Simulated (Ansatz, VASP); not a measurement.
One calculation of HfO2, two programs

The input INCAR:

```
PREC = Accurate
ENCUT = 520
EDIFF = 1E-7
ISMEAR = 0
SIGMA = 0.02
LREAL = F
LASPH = T
NELM = 60
ALGO = Normal
ISIF = 2
LWAVE = F
LCHARG = F
GGA = PE
NBANDS = 18
```

File KPOINTS:

```
Automatic mesh
0
Gamma
  8 8 8
```

POSCAR

```
HfO2
1.0
    0.0000000000      2.4967991566      2.4967991566
    2.4967991566      0.0000000000      2.4967991566
    2.4967991566      2.4967991566      0.0000000000
Hf O
1 2
Direct
    0.0000000000      0.0000000000      0.0000000000
    0.7500000000      0.7500000000      0.7500000000
    0.2500000000      0.2500000000      0.2500000000
```

Input for Ansatz:

```yaml
crystal:
  lattice:
    - [0.0, 2.4967991566, 2.4967991566]
    - [2.4967991566, 0.0, 2.4967991566]
    - [2.4967991566, 2.4967991566, 0.0]
  atoms:
    - { symbol: Hf, position: [0.0, 0.0, 0.0] }
    - { symbol: O, position: [0.75, 0.75, 0.75] }
    - { symbol: O, position: [0.25, 0.25, 0.25] }
basis:
  ecutwfc: 420
kpoints:
  mp_grid: { grid: [8, 8, 8] }
hamiltonian:
  xc: pbe
scf:
  occupations: { method: gaussian, width: 0.02 }
output:
  forces: true
  stress: true
  eigenvalues: true
```

Alike in both runs: task single point; functional PBE; k mesh 8 × 8 × 8; occupations gaussian, width 0.02 eV; no spin polarisation.

|  | VASP | Ansatz |
| --- | --- | --- |
| version | VASP 6.6.1 | Ansatz 0.2.0 |
| potentials or method | VASP PAW PBE potentials, release 64 (Hf_pv, O), cutoff 520 eV | scalar-relativistic, plane waves, PAW |
| valence electrons in the cell | 22 | 38 |

|  | VASP | Ansatz | Ansatz less VASP |
| --- | --- | --- | --- |
| gap on the k mesh at the Fermi level (eV) | 3.92 | 3.89 | -0.030 |
| least direct gap on the mesh (eV) | 3.92 | 3.89 | -0.030 |
| pressure (GPa) | 13.1 | 17.3 | +4.21 |

One of these differences is far larger than is usual between the two programs; its cause wasn't traced. VASP's potentials hold 22 valence electrons a cell and Ansatz's 38, so a difference there can come from the potentials and not from the codes.

Neither program's run includes spin-orbit coupling.
